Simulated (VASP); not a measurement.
Write the native input for VASP 6.6.1 that does the following.

| Property | Result |
| --- | --- |
| Task | single point |
| Functional | PBE |
| Potentials or basis | VASP PAW PBE potentials, release 64 (Si, S) |
| Cutoff | 520 eV |
| k mesh | 7 × 5 × 1 |
| Occupations | gaussian, width 0.05 eV |
| Spin | collinear spin |
| Starting moments | [0.0, 0.0, 0.0, 0.0, 0.0, 0.0, 2.0] μB |
| Dipole correction | yes |
| Further INCAR settings | ALGO = Normal; EDIFF = 1e-06; NBANDS = 28 |

The structure of Si6S lies in POSCAR:

```
Si6S
1.0
    3.8675355695      0.0000000000      0.0000000000
    0.0000000000      5.4695212554      0.0000000000
    0.0000000000      0.0000000000     19.2238421361
Si S
6 1
Direct
    0.5000000000      0.0000000000      0.2080749505
    0.0000000000      0.2500000000      0.2080749505
    0.0000000000      0.5024402202      0.3062860998
    0.5000000000      0.7475597798      0.3062860998
    0.5000000000      0.0098635024      0.4017845174
    0.0000000000      0.2401364976      0.4017845174
    1.0000000000      0.0098635024      0.4972707393
```

The input as run:

INCAR

```
SYSTEM = Si6S
ALGO = Normal ; DIPOL = 0.5 0.5 0.333
EDIFF = 1E-6 ; ENCUT = 520
GGA = PE ; IDIPOL = 3
ISIF = 2 ; ISMEAR = 0
ISPIN = 2 ; LASPH = .True.
LCHARG = .False. ; LDIPOL = .True.
LORBIT = 11 ; LREAL = .False.
LWAVE = .False. ; MAGMOM = 0 0 0 0 0 0 2
NBANDS = 28 ; NELM = 150
PREC = Accurate ; SIGMA = 0.05
```

KPOINTS

```
k-points
0
Gamma
  7 5 1
  0 0 0
```

Potentials or basis: VASP PAW PBE potentials, release 64 (Si, S).

Command:

```console
$ cat potpaw_PBE.64/Si/POTCAR potpaw_PBE.64/S/POTCAR > POTCAR
$ mpirun -np 1 vasp_std > vasp.out
```

Results of the run:

| Item | Value |
| --- | --- |
| Largest force | 0.611 eV/Å |
| Net moment | 0.59 μB per cell |
| Site moments | Si +0.11, +0.04, +0.02, +0.01 (each value once); S +0.01 μB |
| Valence electrons inside the program's atomic spheres | Si 1.63, 1.67, 1.61, 1.64 (each value once); S 3.63 |

Caveat: a moment this small can come from the mesh or the smearing.

It took 8.2 min on 1 thread of Intel(R) Xeon(R) 6975P-C (Granite Rapids) (shared host), peak memory 0.67 GiB.
